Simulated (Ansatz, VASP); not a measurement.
**AlGa3As4: VASP beside Ansatz**

File INCAR:

```
SYSTEM = AlGa3As4
  PREC = Accurate
  ENCUT = 600
  EDIFF = 1E-6
  ISMEAR = 0
  SIGMA = 0.02
  LREAL = .FALSE.
  LASPH = .TRUE.
  NELM = 100
  ALGO = Normal
  ISIF = 3
  LWAVE = .FALSE.
  LCHARG = .FALSE.
  GGA = PE
  IBRION = 2
  NSW = 100
  EDIFFG = -0.01
```

Contents of KPOINTS:

```
Automatic mesh
0
G
  6 6 6
  0 0 0
```

File POSCAR:

```
AlGa3As4
1.0
    5.7299542620      0.0000000000      0.0000000000
    0.0000000000      5.7299542620      0.0000000000
    0.0000000000      0.0000000000      5.7299542620
Al Ga As
1 3 4
Direct
    0.0000000000      0.0000000000      0.0000000000
    0.0000000000      0.5000000000      0.5000000000
    0.5000000000      0.0000000000      0.5000000000
    0.5000000000      0.5000000000      0.0000000000
    0.7506467550      0.7506467550      0.2493532450
    0.7506467550      0.2493532450      0.7506467550
    0.2493532450      0.7506467550      0.7506467550
    0.2493532450      0.2493532450      0.2493532450
```

Input for Ansatz:

```yaml
crystal:
  lattice:
    - [5.729954262, 0.0, 0.0]
    - [0.0, 5.729954262, 0.0]
    - [0.0, 0.0, 5.729954262]
  atoms:
    - { symbol: Al, position: [0.0, 0.0, 0.0] }
    - { symbol: Ga, position: [0.0, 0.5, 0.5] }
    - { symbol: Ga, position: [0.5, 0.0, 0.5] }
    - { symbol: Ga, position: [0.5, 0.5, 0.0] }
    - { symbol: As, position: [0.750646755, 0.750646755, 0.249353245] }
    - { symbol: As, position: [0.750646755, 0.249353245, 0.750646755] }
    - { symbol: As, position: [0.249353245, 0.750646755, 0.750646755] }
    - { symbol: As, position: [0.249353245, 0.249353245, 0.249353245] }
basis:
  ecutwfc: 420
kpoints:
  mp_grid: { grid: [6, 6, 6] }
hamiltonian:
  xc: pbe
scf:
  occupations: { method: gaussian, width: 0.02 }
output:
  forces: true
  stress: true
  eigenvalues: true
relax:
  adjacent_minimum: "off"
  f_tol: 0.01
  max_steps: 80
  cell: { stress_tol: 0.05 }
```

Alike in both runs: task relaxation of cell and atoms; functional PBE; k mesh 6 × 6 × 6; occupations gaussian, width 0.02 eV; no spin polarisation.

|  | VASP | Ansatz |
| --- | --- | --- |
| version | VASP 6.6.1 | Ansatz 0.2.0 |
| potentials or method | VASP PAW PBE potentials, release 64 (Al, Ga_d, As), cutoff 600 eV | scalar-relativistic, plane waves, PAW |
| valence electrons in the cell | 62 | 102 |

Ansatz gave:

| Property | Result |
| --- | --- |
| gap on the k mesh at the Fermi level, each at its own relaxed structure (eV) | 0.54 |
| relaxed volume (Å³/atom) | 23.64 |
| relaxed length of the cell vector where the two differ most in proportion (Å) | 5.740 |

What did VASP give for the same quantities?

gap on the k mesh at the Fermi level, each at its own relaxed structure (eV): 0.52; relaxed volume (Å³/atom): 23.71; relaxed length of the cell vector where the two differ most in proportion (Å): 5.746.

VASP's potentials hold 62 valence electrons a cell and Ansatz's 102, so a difference there can come from the potentials and not from the codes.
